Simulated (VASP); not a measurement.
# TcB (P6_3/mmc) in VASP: single point with LDA

Aim: the single point of TcB with LDA.

All numbers are computed with VASP 6.6.1; they aren't measurements. Logs are shortened: lines on timing, memory, paths and dates and some standing lists are left out, and cuts for length are marked.

**1. The cell of the first run**

The structure is hexagonal, space group P6_3/mmc (No. 194). Conventional cell: a = 2.875 Å, b = 2.875 Å, c = 5.946 Å, α = 90.00°, β = 90.00°, γ = 120.00°. Within 2.9 Å of Tc (site symmetry -3m) lie 6 B at 2.23 Å and 6 Tc at 2.88 Å. Within 2.9 Å of B (site symmetry -6m2) lie 6 Tc at 2.23 Å and 6 B at 2.88 Å.

**2. Single point, LDA**

File INCAR:

```
SYSTEM = TcB
PREC = Accurate
ENCUT = 520
EDIFF = 1E-7
ISMEAR = -1
SIGMA = 0.1
LREAL = .False.
LASPH = .True.
NELM = 100
ALGO = Normal
ISIF = 2
LWAVE = .False.
LCHARG = .True.
LELF = .True.
LVHAR = .True.
NBANDS = 24
```

File KPOINTS:

```
Automatic mesh
0
Gamma
  9 9 4
  0 0 0
```

File POSCAR:

```
TcB
1.0
    2.8754320000      0.0000000000      0.0000000000
   -1.4377160000      2.4901970000      0.0000000000
    0.0000000000      0.0000000000      5.9458570000
Tc B
2 2
Direct
    0.0000000000      0.0000000000      0.0000000000
    0.0000000000      0.0000000000      0.5000000000
    0.6666666667      0.3333333333      0.7500000000
    0.3333333333      0.6666666667      0.2500000000
```

Potentials or basis: VASP PAW LDA potentials, release 64 (Tc_pv, B).

Command:

```console
$ cat potpaw_LDA.64/Tc_pv/POTCAR potpaw_LDA.64/B/POTCAR > POTCAR
$ mpirun -np 1 vasp_std > vasp.out
```

OUTCAR:

```text
SYSTEM = TcB
   PREC = Accurate
   ENCUT = 520
   EDIFF = 1E-7
   ISMEAR = -1
   LREAL = .False.
   LASPH = .True.
   NELM = 100
   ISIF = 2

 ion  position               nearest neighbor table
   1  0.000  0.000  0.000-   4 2.23   3 2.23   4 2.23   3 2.23   3 2.23   4 2.23   2 2.97   2 2.97

   2  0.000  0.000  0.500-   4 2.23   3 2.23   4 2.23   3 2.23   3 2.23   4 2.23   1 2.97   1 2.97

   3  0.667  0.333  0.750-   1 2.23   2 2.23   1 2.23   2 2.23   1 2.23   2 2.23
   4  0.333  0.667  0.250-   1 2.23   2 2.23   1 2.23   2 2.23   1 2.23   2 2.23

  LATTYP: Found a hexagonal cell.
 ALAT       =     2.8754320000
 C/A-ratio  =     2.0678134625

  Lattice vectors:

 A1 = (   2.8754320000,   0.0000000000,   0.0000000000)
 A2 = (  -1.4377160000,   2.4901970000,   0.0000000000)
 A3 = (   0.0000000000,   0.0000000000,   5.9458570000)

Analysis of symmetry for initial positions (statically):
=====================================================================
 Subroutine PRICEL returns:
 Original cell was already a primitive cell.

 Routine SETGRP: Setting up the symmetry group for a
 hexagonal supercell.

 Subroutine GETGRP returns: Found 24 space group operations
 (whereof 12 operations were pure point group operations)
 out of a pool of 24 trial point group operations.

The static configuration has the point symmetry D_3d.
 The point group associated with its full space group is D_6h.

Analysis of symmetry for dynamics (positions and initial velocities):
=====================================================================
 Subroutine PRICEL returns:
 Original cell was already a primitive cell.

 Routine SETGRP: Setting up the symmetry group for a
 hexagonal supercell.

 Subroutine GETGRP returns: Found 24 space group operations
 (whereof 12 operations were pure point group operations)
 out of a pool of 24 trial point group operations.

The dynamic configuration has the point symmetry D_3d.
 The point group associated with its full space group is D_6h.

 Subroutine INISYM returns: Found 24 space group operations
 (whereof 12 operations are pure point group operations),
 and found     1 'primitive' translations

----------------------------------------------------------------------------------------

                                     Primitive cell

  volume of cell :      42.5747

  direct lattice vectors                    reciprocal lattice vectors
     2.875432000  0.000000000  0.000000000     0.347773830  0.200787327  0.000000000
    -1.437716000  2.490197000  0.000000000     0.000000000  0.401574655  0.000000000
     0.000000000  0.000000000  5.945857000     0.000000000  0.000000000  0.168184334

  length of vectors
     2.875432000  2.875431862  5.945857000     0.401574635  0.401574655  0.168184334

  position of ions in fractional coordinates (direct lattice)
     0.000000000  0.000000000  0.000000000
     0.000000000  0.000000000  0.500000000
     0.666666667  0.333333333  0.750000000
     0.333333333  0.666666667  0.250000000

  ion indices of the primitive-cell ions
   primitive index   ion index
                 1           1
                 2           2
                 3           3
                 4           4

----------------------------------------------------------------------------------------

 KPOINTS: Automatic mesh

Automatic generation of k-mesh.
 Grid dimensions read from file:
 generate k-points for:    9    9    4

 Generating k-lattice:

  Cartesian coordinates                     Fractional coordinates (reciprocal lattice)
     0.038641537  0.022309703  0.000000000     0.111111111  0.000000000  0.000000000
     0.000000000  0.044619406  0.000000000     0.000000000  0.111111111  0.000000000
     0.000000000  0.000000000  0.042046084     0.000000000  0.000000000  0.250000000

  Length of vectors
     0.044619404  0.044619406  0.042046084

  Shift w.r.t. Gamma in fractional coordinates (k-lattice)
     0.000000000  0.000000000  0.000000000

 Subroutine IBZKPT returns following result:
 ===========================================

 Found     36 irreducible k-points:

 Following reciprocal coordinates:
            Coordinates               Weight
  0.000000  0.000000  0.000000      1.000000
  0.111111  0.000000  0.000000      6.000000
  0.222222  0.000000  0.000000      6.000000
  0.333333  0.000000  0.000000      6.000000
  0.444444  0.000000  0.000000      6.000000
  0.111111  0.111111  0.000000      6.000000
[... 16 lines left out ...]
  0.333333  0.222222  0.250000     24.000000
  0.333333  0.333333  0.250000      4.000000
 [... further k-points ...]
   k-points           NKPTS =     36   k-points in BZ     NKDIM =     36   number of bands    NBANDS=     24
   number of dos      NEDOS =    301   number of ions     NIONS =      4
   total plane-waves  NPLWV =  27648
   dimension x,y,z NGX =    24 NGY =   24 NGZ =   48
   dimension x,y,z NGXF=    48 NGYF=   48 NGZF=   96
   ions per type =               2   2
   NGX,Y,Z   is equivalent  to a cutoff of  13.88, 13.88, 13.42 a.u.
   NGXF,Y,Z  is equivalent  to a cutoff of  27.75, 27.75, 26.84 a.u.
 SYSTEM =  TcB
   PREC   = accura    normal or accurate (medium, high low for compatibility)
   ISTART =      0    job   : 0-new  1-cont  2-samecut
   ICHARG =      2    charge: 1-file 2-atom 10-const
   ISPIN  =      1    spin polarized calculation?
   LNONCOLLINEAR =      F non collinear calculations
   LSORBIT =      F    spin-orbit coupling
   LASPH  =      T    aspherical Exc in radial PAW
   ENCUT  =  520.0 eV  38.22 Ry    6.18 a.u.   5.35  5.35 11.06*2*pi/ulx,y,z
   NELM   =    100;   NELMIN=  2; NELMDL= -5     # of ELM steps
   EDIFF  = 0.1E-06   stopping-criterion for ELM
   LREAL  =      F    real-space projection
   EDIFFG = 0.1E-05   stopping-criterion for IOM
   NSW    =      0    number of steps for IOM
   IBRION =     -1    ionic relax: 0-MD 1-quasi-New 2-CG
   NFREE  =      0    steps in history (QN), initial steepest desc. (CG)
   ISIF   =      2    stress and relaxation
   ISYM   =      2    0-nonsym 1-usesym 2-fastsym
   POTIM  = 0.5000    time-step for ionic-motion
   TEBEG  =    0.0;   TEEND  =   0.0 temperature during run
   PSTRESS=    0.0 pullay stress
   NELECT =      32.0000    total number of electrons
   NUPDOWN=      -1.0000    fix difference up-down
   EMIN   =  10.00;   EMAX   =-10.00  energy-range for DOS
   EFERMI =   0.00;   METHOD = LEGACY
   ISMEAR =    -1;   SIGMA  =   0.10  broadening in eV -4-tet -1-fermi 0-gaus
   EFERMI_NEDOS =   21; number of points for ismear=-14 and -15
   IALGO  =     38    algorithm
   IMIX   =      4    mixing-type and parameters
     AMIX     =   0.40;   BMIX     =  1.00
     AMIX_MAG =   1.60;   BMIX_MAG =  1.00
  volume/ion in A,a.u.               =      10.64        71.83
  Fermi-wavevector in a.u.,A,eV,Ry     =   1.488473  2.812807 30.144428  2.215553
  Thomas-Fermi vector in A             =   2.601504
   LORBIT       =      0    0 simple, 1 ext, 2 COOP (PROOUT), +10 PAW based schemes
   GGA     = CA    functional components
   LHFCALC =     F    Hartree Fock is set to
   AEXX    =    0.0000 exact exchange contribution
   IVDW    =     0    specifies the selected vdW correction
   LEPSILON=     F    determine dielectric tensor
   LRPA    =     F    only Hartree local field effects (RPA)
 non-spin polarized calculation
  energy-cutoff  :      520.00
  volume of cell :       42.57
 maximum number of plane-waves:      1174
 NGX is ok and might be reduce to    24
   NGX = 11   NGY = 11   NGZ = 23

 number of electron      32.0000000 magnetization

 Free energy of the ion-electron system (eV)
  ---------------------------------------------------
  ext. energy  EPLUGINS =         0.00000000
  ---------------------------------------------------
  free energy    TOTEN  =       -39.29321674 eV

  energy without entropy =      -39.23404029  energy(sigma->0) =      -39.26362852

 E-fermi :  10.2950     XC(G=0): -13.4010

 val. band max:       10.2474197154   @ k =   0.3333   0.2222   0.0000
 cond. band min:      10.4171193518   @ k =   0.2222   0.2222   0.0000
 fundamental gap:      0.1696996364
 Fermi energy:        10.2950495349

 k-point     1 :       0.0000    0.0000    0.0000
  band No.  band energies     occupation
      1     -28.3816      2.00000
      2     -28.0310      2.00000
      3     -27.9547      2.00000
      4     -27.9547      2.00000
      5     -27.9257      2.00000
      6     -27.9257      2.00000
[... 16 lines left out ...]
     23      19.7110      0.00000
     24      19.7110      0.00000

 k-point     2 :       0.1111    0.0000    0.0000
  band No.  band energies     occupation
      1     -28.3679      2.00000
      2     -28.0321      2.00000
      3     -28.0203      2.00000
      4     -28.0008      2.00000
      5     -27.9728      2.00000
      6     -27.9430      2.00000
[... 16 lines left out ...]
     23      19.0589      0.00000
     24      19.3951      0.00000

 k-point     3 :       0.2222    0.0000    0.0000
  band No.  band energies     occupation
      1     -28.3330      2.00000
      2     -28.2246      2.00000
      3     -28.1882      2.00000
      4     -28.0180      2.00000
      5     -27.9928      2.00000
      6     -27.9866      2.00000
[... 16 lines left out ...]
     23      18.0731      0.00000
     24      19.2250      0.00000

 k-point     4 :       0.3333    0.0000    0.0000
  band No.  band energies     occupation
      1     -28.4381      2.00000
      2     -28.3961      2.00000
      3     -28.2931      2.00000
      4     -28.0691      2.00000
      5     -28.0357      2.00000
      6     -27.9615      2.00000
[... 16 lines left out ...]
     23      17.9361      0.00000
     24      19.6442      0.00000

 k-point     5 :       0.4444    0.0000    0.0000
  band No.  band energies     occupation
      1     -28.5745      2.00000
      2     -28.5292      2.00000
      3     -28.2669      2.00000
      4     -28.1022      2.00000
      5     -28.0676      2.00000
      6     -27.9410      2.00000
[... 16 lines left out ...]
     23      19.0039      0.00000
     24      20.0417      0.00000

 k-point     6 :       0.1111    0.1111    0.0000
  band No.  band energies     occupation
      1     -28.3436      2.00000
      2     -28.1601      2.00000
      3     -28.1253      2.00000
      4     -28.0114      2.00000
      5     -28.0013      2.00000
      6     -27.9801      2.00000
[... 16 lines left out ...]
     23      18.5636      0.00000
     24      18.8560      0.00000
[... 379 lines left out ...]
 k-point    21 :       0.4444    0.1111    0.2500
  band No.  band energies     occupation
      1     -28.5625      2.00000
      2     -28.5304      2.00000
      3     -28.2133      2.00000
      4     -28.1498      2.00000
      5     -28.1243      2.00000
      6     -27.9839      2.00000
[... 16 lines left out ...]
     23      18.6552      0.00000
     24      18.9134      0.00000

 k-point    22 :       0.2222    0.2222    0.2500
  band No.  band energies     occupation
      1     -28.4424      2.00000
      2     -28.4124      2.00000
      3     -28.2285      2.00000
      4     -28.1719      2.00000
      5     -28.1464      2.00000
      6     -27.9966      2.00000
[... 16 lines left out ...]
     23      18.5567      0.00000
     24      18.6058      0.00000

 k-point    23 :       0.3333    0.2222    0.2500
  band No.  band energies     occupation
      1     -28.4901      2.00000
      2     -28.4591      2.00000
      3     -28.2558      2.00000
      4     -28.2285      2.00000
      5     -28.2089      2.00000
      6     -27.9803      2.00000
[... 16 lines left out ...]
     23      18.6528      0.00000
     24      19.0249      0.00000

 k-point    24 :       0.3333    0.3333    0.2500
  band No.  band energies     occupation
      1     -28.3966      2.00000
      2     -28.3966      2.00000
      3     -28.3668      2.00000
      4     -28.3668      2.00000
      5     -28.2022      2.00000
      6     -27.9747      2.00000
[... 16 lines left out ...]
     23      18.9242      0.00000
     24      18.9242      0.00000

 [... further k-points ...]
[... 5 lines left out ...]
  --------------------------------------------------------------------------------------
  -------------------------------------------------------------------------------------
  Total       -3.4765068     -3.4765064     -3.9458217      0.0000000     -0.0000000      0.0000000
  in kB     -130.8285116   -130.8284950   -148.4898509      0.0000000     -0.0000000      0.0000000
  external PRESSURE =    -136.7156192 kB  Pullay stress =       0.0000000 kB

 VOLUME and BASIS-vectors are now :
 -----------------------------------------------------------------------------
  energy-cutoff  :      520.00
  volume of cell :       42.57
      direct lattice vectors                 reciprocal lattice vectors
     2.875432000  0.000000000  0.000000000     0.347773830  0.200787327  0.000000000
    -1.437716000  2.490197000  0.000000000     0.000000000  0.401574655  0.000000000
     0.000000000  0.000000000  5.945857000     0.000000000  0.000000000  0.168184334

 POSITION                                       TOTAL-FORCE (eV/Angst)
 -----------------------------------------------------------------------------------
      0.00000      0.00000      0.00000        -0.000000      0.000000      0.000000
      0.00000      0.00000      2.97293        -0.000000      0.000000      0.000000
      1.43772      0.83007      4.45939        -0.000000     -0.000000     -0.000000
     -0.00000      1.66013      1.48646         0.000000      0.000000      0.000000
 -----------------------------------------------------------------------------------
    total drift:                               -0.000000      0.000000      0.000000

  FREE ENERGIE OF THE ION-ELECTRON SYSTEM (eV)
  ---------------------------------------------------
  free  energy   TOTEN  =       -39.2932167397 eV

  energy  without entropy=      -39.2340402916  energy(sigma->0) =      -39.26362852
```

Run time: 30 s. Hardware: 1 thread of AMD EPYC 9R45 (Zen 5), shared host; peak memory 0.14 GiB.

Results:

```yaml
Free_energy: -39.2932 eV
Pressure: -13.7 GPa
Band_gap_on_the_k_mesh: zero (band 16 reaches 10.96 eV, above the bottom of band 17 at 9.90 eV)
```

Levels at points of the mesh, in eV from the Fermi level:
```csv
k point,band 13,band 14,band 15,band 16,band 17,band 18,band 19,band 20
"(0.00, 0.00, 0.00)",-1.30,-1.30,-0.41,-0.41,1.32,1.32,1.75,2.14
"(0.00, 0.00, 0.50)",-2.03,-2.03,0.24,0.24,0.24,0.24,1.53,1.53
```
